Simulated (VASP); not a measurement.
**Ta4Al5N9: single point with PBE**

System: Ta4Al5N9.

```
Al N Ta
1.0
     5.70435   -0.05554   -0.02070
    -0.05554    6.29928    0.14116
    -0.02070    0.14116    5.76440
Al N Ta
5 9 4
Direct
  0.21431 0.67748 0.78388
  0.33059 0.02528 0.50966
  0.67948 0.36894 0.70527
  0.10953 0.81451 0.16333
  0.68303 0.88639 0.95734
  0.63133 0.16448 0.47639
  0.74607 0.20767 0.00717
  0.39486 0.41047 0.83787
  0.58177 0.72983 0.22648
  0.01593 0.88199 0.86733
  0.94934 0.52086 0.63155
  0.49769 0.78702 0.73621
  0.13921 0.51798 0.16914
  0.31826 0.07579 0.20360
  0.50340 0.40161 0.19552
  0.95215 0.30314 0.34307
  0.77645 0.83955 0.48254
  0.11684 0.23259 0.87856
```

| Item | Value |
| --- | --- |
| Program | VASP 6.6.1 |
| Task | single point |
| Functional | PBE |
| Potentials or basis | VASP PAW PBE potentials, release 64 (Al, N, Ta_pv) |
| Cutoff | 520 eV |
| k mesh | 1 × 1 × 1, shifted |
| Occupations | fermi-dirac, width 0.1379 eV |
| Spin | no spin polarisation |

```yaml
Pressure: 4.1 GPa
Largest_force: 5.742 eV/Å
```

Forces on the atoms (eV/Å):
```
Al  -1.081 -3.124 -1.316
Al   0.074  0.276  1.643
Al  -1.492 -0.768  2.025
Al   1.289  1.333  2.372
Al   0.473  2.315  1.921
N    1.007  0.279  0.362
N    1.717  0.887  0.145
N    1.160  0.859 -0.439
N    1.009 -0.318  0.866
N   -1.372  1.331 -0.385
N    0.153 -1.344 -0.367
N    0.699  2.741 -3.205
N    0.493  0.702 -1.378
N   -3.642  1.605 -4.139
Ta  -1.169 -2.366 -0.854
Ta   1.801 -1.789  0.971
Ta  -0.358 -0.738  0.803
Ta  -0.760 -1.881  0.974
```

Stress tensor (GPa, compression positive):
```
  7.55   1.36 -10.53
  1.36  -7.23  -0.24
-10.53  -0.24  12.03
```

Levels at points of the mesh, in eV from the Fermi level:
| k point | band 48 | band 49 | band 50 | band 51 | band 52 | band 53 | band 54 | band 55 | band 56 | band 57 |
| --- | --- | --- | --- | --- | --- | --- | --- | --- | --- | --- |
| (0.25, 0.25, 0.25) | -2.00 | -1.39 | -0.99 | -0.68 | -0.16 | 0.17 | 0.62 | 1.00 | 1.28 | 1.44 |

It took 39 s on 1 thread of Intel(R) Xeon(R) Platinum 8488C (Sapphire Rapids) (shared host), peak memory 0.29 GiB.

Caveat: the k points lie up to 1.10 Å⁻¹ apart, too coarse for converged energies, forces and pressures; the atoms stand as in a frame of molecular dynamics; spin-orbit coupling is left out, which moves the levels of the heavy elements.
